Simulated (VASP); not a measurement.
A run of VASP 6.6.1 is set up as follows.

INCAR

```
SYSTEM = Si
  PREC = Accurate
  ENCUT = 520
  EDIFF = 1E-8
  ISMEAR = 0
  SIGMA = 0.01
  LREAL = .FALSE.
  LASPH = .TRUE.
  NELM = 60
  ALGO = Normal
  ISIF = 2
  LWAVE = .FALSE.
  LCHARG = .FALSE.
  GGA = CA
  IBRION = 8
  NSW = 1
```

File KPOINTS:

```
Automatic mesh
0
G
  8 8 8
  0 0 0
```

The input POSCAR:

```
Si
1.0
    2.5947505324      2.5947505324      0.0000000000
   -2.5947505324      2.5947505324      0.0000000000
    0.0000000000      2.5947505324      2.5947505324
Si
2
Direct
    0.2500000000      0.7500000000      0.5000000000
    0.0000000000      0.0000000000      0.0000000000
```

Potentials or basis: VASP PAW LDA potentials, release 64 (Si).

Run with:

```console
$ cat potpaw_LDA.64/Si/POTCAR > POTCAR
$ mpirun -np 1 vasp_std > vasp.out
```

(1) What does it give for the highest phonon frequency at Γ?

Answers

(1) 579 cm⁻¹.

Caveat: the cell wasn't relaxed at this level first, which shifts response properties.
